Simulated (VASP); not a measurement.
# TePt (P4/nmm) in VASP: single point with LDA+U

Aim: the single point of TePt with LDA+U.

All numbers are computed with VASP 6.6.1; they aren't measurements. Logs are shortened: lines on timing, memory, paths and dates and some standing lists are left out, and cuts for length are marked.

**1. The cell of the first run**

It takes space group P4/nmm (No. 129, tetragonal). The conventional cell has a = 4.428 Å, b = 4.428 Å, c = 6.483 Å, α = 90.00°, β = 90.00°, γ = 90.00°. Pt (site symmetry -4m2) has 4 Te at 2.81 Å and 4 Pt at 3.13 Å within 3.7 Å. Within 3.7 Å of Te (site symmetry 4mm) lie 4 Pt at 2.81 Å.

**2. Single point, LDA+U, non-collinear spin, twin_end start, moments held on the sites**

INCAR reads:

```
PREC     = Accurate       # precision mode
ENCUT    = 500            # plane-wave cutoff, eV
EDIFF    = 1E-6           # SCF threshold, eV
ISMEAR   = 0              # smearing method
SIGMA    = 0.05           # smearing width, eV
LREAL    = False          # projectors in reciprocal space
LASPH    = True           # aspherical terms in the spheres
NELM     = 200            # most SCF steps
ALGO     = Normal         # electronic algorithm
ISIF     = 2              # what is computed and relaxed
LWAVE    = False          # write WAVECAR
LCHARG   = False          # write CHGCAR
LNONCOLLINEAR= True           # non-collinear magnetism
MAGMOM   = 0 0 2 0 0 -1 0 0 0.05 0 0 0.05 # initial moments
LORBIT   = 11             # projections on sites
I_CONSTRAINED_M= 2            
LAMBDA   = 10           
M_CONSTR = 0 0 0.5 0 0 0.5 0 0 0 0 0 0
RWIGS    = 1.36 1.38    
ISYM     = -1           
AMIX     = 0.2          
BMIX     = 1E-4         
AMIX_MAG = 0.8          
BMIX_MAG = 1E-4         
LMAXMIX  = 4              # l up to which the mixer works
LDAU     = True           # DFT+U
LDAUTYPE = 1            
LDAUL    = 2 -1           # shell
LDAUU    = 4 0            # U, eV
LDAUJ    = 0.7 0        
LDAUPRINT= 1            
GGA      = CA             # functional
NBANDS   = 46             # bands
GGA_COMPAT= False
```

KPOINTS reads:

```
Automatic mesh
0
Gamma
  4 4 3
```

POSCAR reads:

```
TePt
1.0
    4.4278035800      0.0000000000      0.0000000000
    0.0000000000      4.4278035800      0.0000000000
    0.0000000000      0.0000000000      6.4831500700
Pt Te
2 2
Direct
    0.0000000000      0.0000000000      0.0000000000
    0.5000000000      0.5000000000      0.0000000000
    0.5000000000      0.0000000000      0.2670000000
    0.0000000000      0.5000000000      0.7330000000
```

Potentials or basis: VASP PAW LDA potentials, release 64 (Pt, Te).

Command:

```bash
$ cat potpaw_LDA.64/Pt/POTCAR potpaw_LDA.64/Te/POTCAR > POTCAR
$ mpirun -np 1 vasp_ncl > vasp.out
```

OUTCAR:

```text
PREC = Accurate
   ENCUT = 500
   EDIFF = 1E-6
   ISMEAR = 0
   LREAL = False
   LASPH = True
   NELM = 200
   ISIF = 2
   LNONCOLLINEAR = True
   LORBIT = 11
   ISYM = -1
   AMIX = 0.2
   AMIX_MAG = 0.8
   GGA = CA

 ion  position               nearest neighbor table
   1  0.000  0.000  0.000-   3 2.81   4 2.81   4 2.81   3 2.81   2 3.13   2 3.13   2 3.13   2 3.13

   2  0.500  0.500  0.000-   3 2.81   4 2.81   3 2.81   4 2.81   1 3.13   1 3.13   1 3.13   1 3.13

   3  0.500  0.000  0.267-   1 2.81   2 2.81   2 2.81   1 2.81
   4  0.000  0.500  0.733-   1 2.81   2 2.81   1 2.81   2 2.81

IMPORTANT INFORMATION: All symmetrisations will be switched off!
NOSYMM: (Re-)initialisation of all symmetry stuff for point group C_1.

----------------------------------------------------------------------------------------

                                     Primitive cell

  volume of cell :     127.1050

  direct lattice vectors                    reciprocal lattice vectors
     4.427803580  0.000000000  0.000000000     0.225845610  0.000000000  0.000000000
     0.000000000  4.427803580  0.000000000     0.000000000  0.225845610  0.000000000
     0.000000000  0.000000000  6.483150070     0.000000000  0.000000000  0.154246005

  length of vectors
     4.427803580  4.427803580  6.483150070     0.225845610  0.225845610  0.154246005

  position of ions in fractional coordinates (direct lattice)
     0.000000000  0.000000000  0.000000000
     0.500000000  0.500000000  0.000000000
     0.500000000  0.000000000  0.267000000
     0.000000000  0.500000000  0.733000000

  ion indices of the primitive-cell ions
   primitive index   ion index
                 1           1
                 2           2
                 3           3
                 4           4

----------------------------------------------------------------------------------------

 KPOINTS: Automatic mesh

Automatic generation of k-mesh.
 Grid dimensions read from file:
 generate k-points for:    4    4    3

 Generating k-lattice:

  Cartesian coordinates                     Fractional coordinates (reciprocal lattice)
     0.056461402  0.000000000  0.000000000     0.250000000  0.000000000  0.000000000
     0.000000000  0.056461402  0.000000000     0.000000000  0.250000000  0.000000000
     0.000000000  0.000000000  0.051415335     0.000000000  0.000000000  0.333333333

  Length of vectors
     0.056461402  0.056461402  0.051415335

  Shift w.r.t. Gamma in fractional coordinates (k-lattice)
     0.000000000  0.000000000  0.000000000

 Subroutine IBZKPT returns following result:
 ===========================================

 Found     48 irreducible k-points:

 Following reciprocal coordinates:
            Coordinates               Weight
  0.000000  0.000000  0.000000      1.000000
  0.250000  0.000000  0.000000      1.000000
  0.500000  0.000000  0.000000      1.000000
 -0.250000  0.000000  0.000000      1.000000
  0.000000  0.250000  0.000000      1.000000
  0.250000  0.250000  0.000000      1.000000
[... 16 lines left out ...]
  0.500000  0.250000  0.333333      1.000000
[... 110 lines left out ...]
  o =  0.9140  v =  0.0000  0.0000  0.9335 -0.0000  0.0000  0.0000 -0.0000  0.0000 -0.0000  0.0000      0.0000 -0.0000  0.3585  0.0000  0.0000  0.0000 -0.0000 -0.0000 -0.0000  0.0000
  o =  0.9221  v = -0.0012 -0.0000 -0.0000 -0.0000  0.9356 -0.0000 -0.0000  0.0000  0.0000  0.0000      0.0000 -0.0000  0.0000  0.0000 -0.3531  0.0000 -0.0000  0.0000  0.0000  0.0000
  o =  0.9232  v = -1.0000 -0.0000  0.0000 -0.0000 -0.0011 -0.0000  0.0000 -0.0000 -0.0000  0.0000      0.0000 -0.0000  0.0000 -0.0000  0.0004  0.0000  0.0000 -0.0000  0.0000  0.0000

atom =   2  type =  1  l = 2

 onsite density matrix

spin component  1

  0.9236  0.0000  0.0000 -0.0000 -0.0000      0.0000  0.0000 -0.0000 -0.0000  0.0000
  0.0000  0.8865 -0.0000 -0.0000 -0.0000     -0.0000 -0.0000 -0.0000  0.0000 -0.0000
  0.0000 -0.0000  0.9140  0.0000 -0.0000      0.0000  0.0000 -0.0000  0.0000  0.0000
 -0.0000 -0.0000  0.0000  0.8865  0.0000      0.0000 -0.0000 -0.0000 -0.0000 -0.0000
 -0.0000 -0.0000 -0.0000  0.0000  0.9217     -0.0000  0.0000 -0.0000  0.0000  0.0000
[... 19 lines left out ...]
  0.6050 -0.0000  0.0000 -0.0000 -0.0000      0.0000  0.0000  0.0000 -0.0000 -0.0000
 -0.0000  0.7870 -0.0000  0.0000 -0.0000     -0.0000  0.0000 -0.0000 -0.0000 -0.0000
  0.0000 -0.0000  0.7927  0.0000 -0.0000     -0.0000  0.0000  0.0000  0.0000 -0.0000
 -0.0000  0.0000  0.0000  0.7870  0.0000      0.0000  0.0000 -0.0000  0.0000 -0.0000
 -0.0000 -0.0000 -0.0000  0.0000  0.8349      0.0000  0.0000  0.0000  0.0000 -0.0000

 occupancies and eigenvectors

  o =  0.6050  v = -0.0000 -0.0000 -0.0000  0.0000  0.0000  0.5448 -0.0000 -0.0000  0.0000  0.0000      0.0000 -0.0000  0.0000 -0.0000 -0.0000 -0.8386 -0.0000  0.0000  0.0000 -0.0000
  o =  0.7870  v =  0.0000  0.0000 -0.0000 -0.0000  0.0000  0.0000 -0.2219  0.0000  0.8713  0.0000      0.0000 -0.0000  0.0000  0.0001 -0.0000  0.0000 -0.0396  0.0000 -0.4359  0.0000
  o =  0.7870  v = -0.0000 -0.0000 -0.0000 -0.0000 -0.0000  0.0000 -0.5045 -0.0003  0.0217 -0.0000      0.0000 -0.0000  0.0000 -0.0000 -0.0000  0.0000  0.8335 -0.0002  0.2243 -0.0000
  o =  0.7927  v = -0.0000  0.0000 -0.0000  0.0000  0.0000  0.0000  0.0002  0.8405  0.0001  0.0000      0.0000 -0.0000  0.0000 -0.0000  0.0000 -0.0000  0.0003 -0.5418  0.0001 -0.0000
  o =  0.8349  v = -0.0000  0.0000 -0.0000 -0.0000  0.0000  0.0000  0.0000  0.0000  0.0000 -0.4758      0.0000  0.0000  0.0000  0.0000 -0.0000  0.0000 -0.0000  0.0000 -0.0000 -0.8796
  o =  0.8865  v = -0.0000  0.3236  0.0000 -0.0191  0.0000  0.0000  0.0000 -0.0000  0.0000 -0.0000      0.0000 -0.2833  0.0000 -0.9026  0.0000  0.0000  0.0000  0.0000 -0.0000 -0.0000
  o =  0.8865  v =  0.0000  0.2822  0.0000  0.2266  0.0000 -0.0000  0.0000 -0.0000 -0.0000  0.0000      0.0000 -0.8576  0.0000  0.3655 -0.0000 -0.0000 -0.0000  0.0000  0.0000 -0.0000
  o =  0.9140  v = -0.0000  0.0000  0.9852  0.0000  0.0000  0.0000 -0.0000  0.0000  0.0000  0.0000      0.0000  0.0000 -0.1717  0.0000 -0.0000 -0.0000  0.0000  0.0000  0.0000 -0.0000
  o =  0.9217  v =  0.0006 -0.0000 -0.0000  0.0000  0.9855 -0.0000  0.0000  0.0000 -0.0000  0.0000      0.0000  0.0000 -0.0000  0.0000 -0.1695  0.0000  0.0000  0.0000 -0.0000  0.0000
  o =  0.9236  v = -1.0000 -0.0000 -0.0000  0.0000  0.0006 -0.0000  0.0000 -0.0000  0.0000  0.0000      0.0000 -0.0000  0.0000  0.0000 -0.0001  0.0000 -0.0000  0.0000 -0.0000  0.0000

 number of electron      31.9999996 magnetization       0.0000735      0.0000093      2.0548393

 Free energy of the ion-electron system (eV)
  ---------------------------------------------------
  ext. energy  EPLUGINS =         0.00000000
  ---------------------------------------------------
  free energy    TOTEN  =       -16.37013854 eV

  energy without entropy =      -16.36700815  energy(sigma->0) =      -16.36857334

 E-fermi :   4.3114     XC(G=0):  -9.3397

 val. band max:        4.1379009731   @ k =   0.5000   0.0000   0.0000
 cond. band min:       4.3333346753   @ k =   0.0000   0.0000   0.0000
 fundamental gap:      0.1954337022
 Fermi energy:         4.3114463499

 k-point     1 :       0.0000    0.0000    0.0000
  band No.  band energies     occupation
      1      -7.7840      1.00000
      2      -7.6221      1.00000
      3      -7.0116      1.00000
      4      -6.8238      1.00000
      5      -1.6498      1.00000
      6      -1.3324      1.00000
[... 1117 lines left out ...]
     43      10.0206      0.00000
     44      10.3097      0.00000

 [... further k-points ...]

 [bands above 44 left out]

------------------------ aborting loop because EDIFF is reached ----------------------------------------

  FORCE on cell =-STRESS in cart. coord.  units (eV):
  Direction    XX          YY          ZZ          XY          YZ          ZX
  --------------------------------------------------------------------------------------
  -------------------------------------------------------------------------------------
  Total      -11.7379905    -11.7379702     -8.7537180     -0.0000066     -0.0000040     -0.0000019
  in kB     -147.9590618   -147.9588049   -110.3418770     -0.0000838     -0.0000498     -0.0000244
  external PRESSURE =    -135.4199146 kB  Pullay stress =       0.0000000 kB

 VOLUME and BASIS-vectors are now :
 -----------------------------------------------------------------------------
  energy-cutoff  :      500.00
  volume of cell :      127.11
      direct lattice vectors                 reciprocal lattice vectors
     4.427803580  0.000000000  0.000000000     0.225845610  0.000000000  0.000000000
     0.000000000  4.427803580  0.000000000     0.000000000  0.225845610  0.000000000
     0.000000000  0.000000000  6.483150070     0.000000000  0.000000000  0.154246005

 POSITION                                       TOTAL-FORCE (eV/Angst)
 -----------------------------------------------------------------------------------
      0.00000      0.00000      0.00000        -0.000000     -0.000000      0.000001
      2.21390      2.21390      0.00000         0.000000     -0.000000      0.000000
      2.21390      0.00000      1.73100        -0.000001      0.000000     -2.013822
      0.00000      2.21390      4.75215         0.000001      0.000000      2.013821
 -----------------------------------------------------------------------------------
    total drift:                               -0.000000      0.000001      0.000002

  FREE ENERGIE OF THE ION-ELECTRON SYSTEM (eV)
  ---------------------------------------------------
  free  energy   TOTEN  =       -16.3701385351 eV

  energy  without entropy=      -16.3670081536  energy(sigma->0) =      -16.36857334

 total charge

# of ion       s       p       d       tot
------------------------------------------
    1        0.528   0.367   8.288   9.183
    2        0.528   0.367   8.289   9.185
    3        1.399   1.778   0.055   3.232
    4        1.399   1.778   0.055   3.232
--------------------------------------------------
tot          3.854   4.291  16.687  24.832

 magnetization (x)

# of ion       s       p       d       tot
------------------------------------------
    1       -0.000  -0.000  -0.000  -0.000
    2       -0.000  -0.000  -0.000  -0.000
    3       -0.000  -0.000   0.000  -0.000
    4       -0.000  -0.000   0.000  -0.000
--------------------------------------------------
tot         -0.000  -0.000  -0.000  -0.000

 magnetization (y)

# of ion       s       p       d       tot
------------------------------------------
    1       -0.000  -0.000  -0.000  -0.000
    2        0.000   0.000   0.000   0.000
    3       -0.000  -0.000   0.000  -0.000
    4       -0.000  -0.000   0.000  -0.000
--------------------------------------------------
tot          0.000  -0.000  -0.000  -0.000

 magnetization (z)

# of ion       s       p       d       tot
------------------------------------------
    1        0.018   0.022   0.728   0.768
    2        0.018   0.022   0.727   0.766
    3        0.008   0.151  -0.004   0.155
    4        0.008   0.151  -0.004   0.155
--------------------------------------------------
tot          0.051   0.347   1.447   1.845
```

Run time: 10 min. Hardware: 1 thread of Intel Xeon 6975P-C (Granite Rapids), shared host; peak memory 0.57 GiB.

What came out:

```
Free energy                                           : -16.3701 eV
Largest force                                         : 2.014 eV/Å
Band gap on the k mesh                                : zero (bands 32 and 33 overlap by 1.99 eV)
Net moment                                            : 2.05 μB per cell
Valence electrons inside the program's atomic spheres : Pt 9.18, 9.19; Te 3.23
```

Forces in eV/Å, atoms in the order of the input:
```
Pt   0.000  0.000  0.000
Pt   0.000  0.000  0.000
Te   0.000  0.000 -2.014
Te   0.000  0.000  2.014
```

Levels at points of the mesh, in eV from the Fermi level:
| k point | band 30 | band 31 | band 32 | band 33 | band 34 | band 35 |
| --- | --- | --- | --- | --- | --- | --- |
| (0.00, 0.00, 0.00) | 0.02 | 0.26 | 0.36 | 0.98 | 0.98 | 1.25 |
| (0.50, 0.00, 0.00) | -0.97 | -0.17 | -0.17 | 0.11 | 0.11 | 0.85 |
| (0.00, 0.50, 0.00) | -0.97 | -0.17 | -0.17 | 0.11 | 0.11 | 0.85 |
| (0.50, 0.50, 0.00) | -1.78 | -1.54 | -1.54 | -1.29 | -1.29 | 0.10 |

Moments on the atoms (μB; x, y, z):
```
Pt  0.00 0.00 0.77
Pt  0.00 0.00 0.77
Te  0.00 0.00 0.15
Te  0.00 0.00 0.15
```

Caveat: moments held by a penalty; spin-orbit coupling is left out, which moves the levels of the heavy elements; the U is typed as a test and isn't derived for this compound; forces of over 1 eV/Å act on the atoms, so gaps and moduli don't describe the material at rest.

The gap in the log of VASP goes by the Fermi energy; the results here count the filled bands.